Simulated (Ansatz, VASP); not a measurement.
**Two plane-wave programs on TiO**

```
Ti O
1.0
     2.78894    0.00000    0.00000
    -1.39447    2.41529    0.00000
     0.00000    0.00000    2.79379
Ti O
1 1
Direct
  0.66667 0.33333 0.00000
  0.00000 0.00000 0.50000
```

Alike in both runs: functional PBEsol; k mesh 18 × 18 × 14; occupations gaussian, width 0.1 eV; no spin polarisation.

Ansatz relaxed the structure, and its values are those at the end. VASP's run is a single point on that final structure, the one shown.

```csv
,VASP,Ansatz
version,VASP 6.6.1,Ansatz 0.2.0
potentials or method,"VASP PAW PBE potentials, release 64 (Ti_sv, O), cutoff 520 eV","scalar-relativistic, plane waves, PAW"
valence electrons in the cell,18,18
```

```csv
,VASP,Ansatz,Ansatz less VASP
gap on the k mesh at the Fermi level (eV),none,none,-
pressure (GPa),0.7,0.0,-0.72
```

VASP's potentials were made for PBE, not for PBEsol. A gap of «none» marks a metal or a gap that the smearing closes.
